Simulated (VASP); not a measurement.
BaAs, 4 atoms in the cell. It takes space group Cmcm (No. 63, orthorhombic). The conventional cell has a = 4.269 Å, b = 12.215 Å, c = 4.714 Å, α = 90.00°, β = 90.00°, γ = 90.00°. Ba (site symmetry m2m) has 7 As at 2.97 to 3.79 Å within 3.9 Å. As (site symmetry m2m) has 7 Ba at 2.97 to 3.79 Å and 2 As at 3.63 Å within 3.9 Å. The cell was built from a structure type or drawn by symmetry, and may not be a known phase.

```yaml
Program: VASP 6.6.1
Task: relaxation of cell and atoms
Functional: PBE
Potentials_or_basis: VASP PAW PBE potentials, release 64 (Ba_sv, As)
Cutoff: 600 eV
k_mesh: 4 × 4 × 4
Occupations: gaussian, width 0.1 eV
Spin: no spin polarisation
Dipole_correction: no
Further_INCAR_settings: ALGO = Normal; EDIFF = 1e-07; IBRION = 2; EDIFFG = -0.04; NSW = 90; ISIF = 3
```

Potentials or basis: VASP PAW PBE potentials, release 64 (Ba_sv, As).

The run is started by

```console
$ cat potpaw_PBE.64/Ba_sv/POTCAR potpaw_PBE.64/As/POTCAR > POTCAR
$ mpirun -np 1 vasp_std > vasp.out
```

Hardware: 1 thread of Intel(R) Xeon(R) Platinum 8259CL CPU @ 2.50GHz (Skylake/Cascade Lake), on a shared host.

Problem. How long does it take, and how much memory?

Solution. It took 27 min on 1 thread of Intel(R) Xeon(R) Platinum 8259CL CPU @ 2.50GHz (Skylake/Cascade Lake), on a shared host, peak memory 0.39 GiB. Counts: scf iterations 245, k points 21, ion steps 27.
